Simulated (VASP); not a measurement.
Runs of VASP 6.6.1 on MgI2. The structure is that of space group P-3m1 (No. 164), or close to it. The cells are those of the table. 

| task | cell | cutoff (eV) | smearing | gap on the mesh (eV) | pressure (GPa) | relaxed volume (Å³/atom) | largest force (eV/Å) |
| --- | --- | --- | --- | --- | --- | --- | --- |
| relaxation of cell and atoms | relaxed from a = 4.208, b = 4.208, c = 7.751 Å, angles 90.0, 90.0, 120.0°, 3 atoms | 600 | gaussian 0.02 eV | 3.61 | 0.0 | (a) | - |
| relaxation of cell and atoms | relaxed from a = 4.196, b = 4.196, c = 7.106 Å, angles 90.0, 90.0, 120.0°, 3 atoms | 600 | gaussian 0.02 eV | 3.60 | 0.0 | 39.40 | 0.01 |
| single point | a = 4.196, b = 4.196, c = 7.106 Å, angles 90.0, 90.0, 120.0°, 3 atoms | 520 | gaussian 0.1 eV | 3.60 | 0.4 | - | 0.01 |
| single point | a = 4.208, b = 4.208, c = 7.751 Å, angles 90.0, 90.0, 120.0°, 3 atoms | 520 | gaussian 0.02 eV | 3.61 | 0.0 | - | 0.01 |

Alike in all rows: level PBE; potentials or basis VASP PAW PBE potentials, release 64 (Mg, I); no spin polarisation; k mesh 6 × 6 × 4.

Task: Fill in the values left out.

Result: (a) 39.56.

Caveats: spin-orbit coupling is left out, which moves the levels of the heavy elements; this functional lacks dispersion, which binds the layers, so the pressure and a relaxed spacing across them are unreliable.

A k mesh can miss the band edges, and the runs leave out spin-orbit coupling on I.
